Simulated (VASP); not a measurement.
# Ga3As3CO in VASP: further runs, part 2 of 2

VASP 6.6.1. The steps go on from the part before.

## Step 4: Single point, PBE+D3(BJ)

File INCAR:

```
SYSTEM = Ga3As3CO
  PREC = Accurate
  ENCUT = 520
  EDIFF = 1E-6
  ISMEAR = 0
  SIGMA = 0.05
  LREAL = .False.
  LASPH = .True.
  NELM = 60
  ALGO = Normal
  ISIF = 2
  LWAVE = .False.
  LCHARG = .False.
  LDIPOL = .True.
  IDIPOL = 3
  DIPOL = 0.5 0.5 0.323
  GGA = PE
  IVDW = 12
  NBANDS = 42
```

File KPOINTS:

```
Automatic mesh
0
Gamma
  7 5 1
  0 0 0
```

File POSCAR:

```
Ga3As3CO
1.0
    4.0137031111      0.0000000000      0.0000000000
    0.0000000000      5.6762333751      0.0000000000
    0.0000000000      0.0000000000     23.3352699083
Ga As O C
3 3 1 1
Direct
    0.5000000000      0.5000000000      0.1714143447
    0.0000000000      0.0653835255      0.2680035048
    0.5000000000      0.4894639609      0.3228546357
    0.0000000000      0.2500000000      0.1714143447
    0.5000000000      0.8102208698      0.2504948966
    0.0000000000      0.2887573198      0.3593388866
    0.0000000000      0.9554239865      0.4964703624
    0.0000000000      0.9554239865      0.5457519865
```

Potentials or basis: VASP PAW PBE potentials, release 64 (Ga_d, As, O, C).

Launch:

```console
$ cat potpaw_PBE.64/Ga_d/POTCAR potpaw_PBE.64/As/POTCAR potpaw_PBE.64/O/POTCAR potpaw_PBE.64/C/POTCAR > POTCAR
$ mpirun -np 1 vasp_std > vasp.out
```

OUTCAR:

```text
SYSTEM = Ga3As3CO
   PREC = Accurate
   ENCUT = 520
   EDIFF = 1E-6
   ISMEAR = 0
   LREAL = .False.
   LASPH = .True.
   NELM = 60
   ISIF = 2
   GGA = PE
   IVDW = 12
 IVDW          = 12

 ion  position               nearest neighbor table
   1  0.500  0.500  0.171-   4 2.46   4 2.46   5 2.55
   2  0.000  0.065  0.268-   6 2.48   4 2.49   5 2.51   5 2.51
   3  0.500  0.489  0.323-   6 2.46   6 2.46   5 2.48
   4  0.000  0.250  0.171-   1 2.46   1 2.46   2 2.49
   5  0.500  0.810  0.250-   3 2.48   2 2.51   2 2.51   1 2.55
   6  0.000  0.289  0.359-   3 2.46   3 2.46   2 2.48
   7  0.000  0.955  0.496-   8 1.15
   8  0.000  0.955  0.546-   7 1.15

  LATTYP: Found a simple orthorhombic cell.
 ALAT       =     4.0137031111
 B/A-ratio  =     1.4142135624
 C/A-ratio  =     5.8139003465

  Lattice vectors:

 A1 = (   4.0137031111,   0.0000000000,   0.0000000000)
 A2 = (   0.0000000000,   5.6762333751,   0.0000000000)
 A3 = (   0.0000000000,   0.0000000000,  23.3352699083)

Analysis of symmetry for initial positions (statically):
=====================================================================
 Subroutine PRICEL returns:
 Original cell was already a primitive cell.

 Routine SETGRP: Setting up the symmetry group for a
 simple orthorhombic supercell.

 Subroutine GETGRP returns: Found  2 space group operations
 (whereof  2 operations were pure point group operations)
 out of a pool of  8 trial point group operations.

The static configuration has the point symmetry C_1h.

Analysis of symmetry for dynamics (positions and initial velocities):
=====================================================================
 Subroutine PRICEL returns:
 Original cell was already a primitive cell.

 Routine SETGRP: Setting up the symmetry group for a
 simple orthorhombic supercell.

 Subroutine GETGRP returns: Found  2 space group operations
 (whereof  2 operations were pure point group operations)
 out of a pool of  8 trial point group operations.

The dynamic configuration has the point symmetry C_1h.

 Subroutine INISYM returns: Found  2 space group operations
 (whereof  2 operations are pure point group operations),
 and found     1 'primitive' translations

----------------------------------------------------------------------------------------

                                     Primitive cell

  volume of cell :     531.6408

  direct lattice vectors                    reciprocal lattice vectors
     4.013703111  0.000000000  0.000000000     0.249146480  0.000000000  0.000000000
     0.000000000  5.676233375  0.000000000     0.000000000  0.176173165  0.000000000
     0.000000000  0.000000000 23.335269908     0.000000000  0.000000000  0.042853586

  length of vectors
     4.013703111  5.676233375 23.335269908     0.249146480  0.176173165  0.042853586

  position of ions in fractional coordinates (direct lattice)
     0.500000000  0.500000000  0.171414345
     0.000000000  0.065383526  0.268003505
     0.500000000  0.489463961  0.322854636
     0.000000000  0.250000000  0.171414345
     0.500000000  0.810220870  0.250494897
     0.000000000  0.288757320  0.359338887
     0.000000000  0.955423987  0.496470362
     0.000000000  0.955423987  0.545751987

  ion indices of the primitive-cell ions
[... 52 lines left out ...]
   total plane-waves  NPLWV = 226800
   dimension x,y,z NGX =    30 NGY =   42 NGZ =  180
   dimension x,y,z NGXF=    60 NGYF=   84 NGZF=  360
   ions per type =               3   3   1   1
   NGX,Y,Z   is equivalent  to a cutoff of  12.43, 12.30, 12.82 a.u.
   NGXF,Y,Z  is equivalent  to a cutoff of  24.85, 24.60, 25.65 a.u.
 SYSTEM =  Ga3As3CO
   PREC   = accura    normal or accurate (medium, high low for compatibility)
   ISTART =      0    job   : 0-new  1-cont  2-samecut
   ICHARG =      2    charge: 1-file 2-atom 10-const
   ISPIN  =      1    spin polarized calculation?
   LNONCOLLINEAR =      F non collinear calculations
   LSORBIT =      F    spin-orbit coupling
   LASPH  =      T    aspherical Exc in radial PAW
   ENCUT  =  520.0 eV  38.22 Ry    6.18 a.u.   7.46 10.55 43.39*2*pi/ulx,y,z
   NELM   =     60;   NELMIN=  2; NELMDL= -5     # of ELM steps
   EDIFF  = 0.1E-05   stopping-criterion for ELM
   LREAL  =      F    real-space projection
   EDIFFG = 0.1E-04   stopping-criterion for IOM
   NSW    =      0    number of steps for IOM
   IBRION =     -1    ionic relax: 0-MD 1-quasi-New 2-CG
   NFREE  =      0    steps in history (QN), initial steepest desc. (CG)
   ISIF   =      2    stress and relaxation
   ISYM   =      2    0-nonsym 1-usesym 2-fastsym
   POTIM  = 0.5000    time-step for ionic-motion
   TEBEG  =    0.0;   TEEND  =   0.0 temperature during run
   PSTRESS=    0.0 pullay stress
   NELECT =      64.0000    total number of electrons
   NUPDOWN=      -1.0000    fix difference up-down
   EMIN   =  10.00;   EMAX   =-10.00  energy-range for DOS
   EFERMI =   0.00;   METHOD = LEGACY
   ISMEAR =     0;   SIGMA  =   0.05  broadening in eV -4-tet -1-fermi 0-gaus
   EFERMI_NEDOS =   21; number of points for ismear=-14 and -15
   IALGO  =     38    algorithm
   IMIX   =      4    mixing-type and parameters
     AMIX     =   0.40;   BMIX     =  1.00
     AMIX_MAG =   1.60;   BMIX_MAG =  1.00
  volume/ion in A,a.u.               =      66.46       448.46
  Fermi-wavevector in a.u.,A,eV,Ry     =   0.808342  1.527546  8.890285  0.653418
  Thomas-Fermi vector in A             =   1.917130
   LORBIT       =      0    0 simple, 1 ext, 2 COOP (PROOUT), +10 PAW based schemes
   GGA     = PE    functional components
   LHFCALC =     F    Hartree Fock is set to
   AEXX    =    0.0000 exact exchange contribution
   IVDW    =    12    specifies the selected vdW correction
   LEPSILON=     F    determine dielectric tensor
   LRPA    =     F    only Hartree local field effects (RPA)
 non-spin polarized calculation
 Gauss-broadening in eV      SIGMA  =   0.05
  energy-cutoff  :      520.00
  volume of cell :      531.64
 maximum number of plane-waves:     14367
 NGX is ok and might be reduce to    30
   NGX = 15   NGY = 21   NGZ = 87

 dipolmoment           0.000000      0.000000     -0.005183 electrons x Angstroem

 number of electron      64.0000018 magnetization

 dipolmoment           0.000000      0.000000      0.059439 electrons x Angstroem

 Free energy of the ion-electron system (eV)
  ---------------------------------------------------
  ext. energy  EPLUGINS =         0.00000000
  ---------------------------------------------------
  free energy    TOTEN  =       -37.53868842 eV

  energy without entropy =      -37.53868842  energy(sigma->0) =      -37.53868842

 E-fermi :  -2.0948     XC(G=0):  -3.8218

 val. band max:       -2.2927075517   @ k =   0.0000   0.0000   0.0000
 cond. band min:      -1.8929587812   @ k =   0.4286   0.0000   0.0000
 fundamental gap:      0.3997487705
 Fermi energy:        -2.0947659329

 k-point     1 :       0.0000    0.0000    0.0000
  band No.  band energies     occupation
      1     -26.6946      2.00000
      2     -17.2690      2.00000
      3     -17.2118      2.00000
      4     -17.1961      2.00000
      5     -17.1708      2.00000
      6     -17.1469      2.00000
[... 529 lines left out ...]
     41       2.7109      0.00000
     42       3.0348      0.00000

------------------------ aborting loop because EDIFF is reached ----------------------------------------

 vacuum level on the upper side and lower side of the slab       (xc-potential included)         0.010        -0.448

 Edisp (eV)   -1.25834

 E8    (eV) :    -0.5709

  FORCE on cell =-STRESS in cart. coord.  units (eV):
  Direction    XX          YY          ZZ          XY          YZ          ZX
  --------------------------------------------------------------------------------------
  -------------------------------------------------------------------------------------
  Total      -2.09373    -2.60934    -0.77222     0.00000    -0.11949     0.00000
  in kB      -6.30976    -7.86363    -2.32721     0.00000    -0.36009     0.00000
  external pressure =       -5.50 kB  Pullay stress =        0.00 kB

 VOLUME and BASIS-vectors are now :
 -----------------------------------------------------------------------------
  energy-cutoff  :      520.00
  volume of cell :      531.64
      direct lattice vectors                 reciprocal lattice vectors
     4.013703111  0.000000000  0.000000000     0.249146480  0.000000000  0.000000000
     0.000000000  5.676233375  0.000000000     0.000000000  0.176173165  0.000000000
     0.000000000  0.000000000 23.335269908     0.000000000  0.000000000  0.042853586

 POSITION                                       TOTAL-FORCE (eV/Angst)
 -----------------------------------------------------------------------------------
      2.00685      2.83812      4.00000         0.000000     -0.310727      1.028133
      0.00000      0.37113      6.25393         0.000000     -0.007401      0.014532
      2.00685      2.77831      7.53390         0.000000      0.006366      0.002352
      0.00000      1.41906      4.00000         0.000000      0.318077     -1.061648
      2.00685      4.59900      5.84537         0.000000      0.013203     -0.012480
      0.00000      1.63905      8.38527         0.000000      0.004537      0.031496
      0.00000      5.42321     11.58527         0.000000     -0.034698      0.726065
      0.00000      5.42321     12.73527         0.000000      0.010643     -0.728450
 -----------------------------------------------------------------------------------
    total drift:                                0.000000     -0.000915      0.001105

  FREE ENERGIE OF THE ION-ELECTRON SYSTEM (eV)
  ---------------------------------------------------
  free  energy   TOTEN  =       -38.7970285543 eV

  energy  without entropy=      -38.7970285541  energy(sigma->0) =      -38.79702855

 vacuum level on the upper side and lower side of the slab         2.643         2.170
```

It took 10 min on 1 thread of Oxide Virtual Turin-like, shared host; peak memory 0.62 GiB.

Results:

```yaml
Free_energy: -38.7970 eV
Largest_force: 1.108 eV/Å
Band_gap_on_the_k_mesh: 0.40 eV (least direct gap 0.75 eV)
Dispersion_energy_per_atom: -0.157 eV
```

Forces in eV/Å, atoms in the order of the input:
```
Ga   0.000 -0.311  1.028
Ga   0.000 -0.007  0.015
Ga   0.000  0.006  0.002
As   0.000  0.318 -1.062
As   0.000  0.013 -0.012
As   0.000  0.005  0.031
O    0.000 -0.035  0.726
C    0.000  0.011 -0.728
```

## Step 5: The runs side by side

```tsv
cell	gap on the mesh (eV)	largest force (eV/Å)
as given, atomic positions A	0.40	1.13
as given, atomic positions B	0.40	1.11
as given, atomic positions C	0.40	1.11
```

Alike in all rows: task single point; level PBE+D3(BJ); potentials or basis VASP PAW PBE potentials, release 64 (Ga_d, As, O, C); no spin polarisation; k mesh 7 × 5 × 1; cutoff (eV) 520; smearing gaussian 0.05 eV.

Total energies depend on the potentials used, so only differences within one code and one set of settings carry meaning.
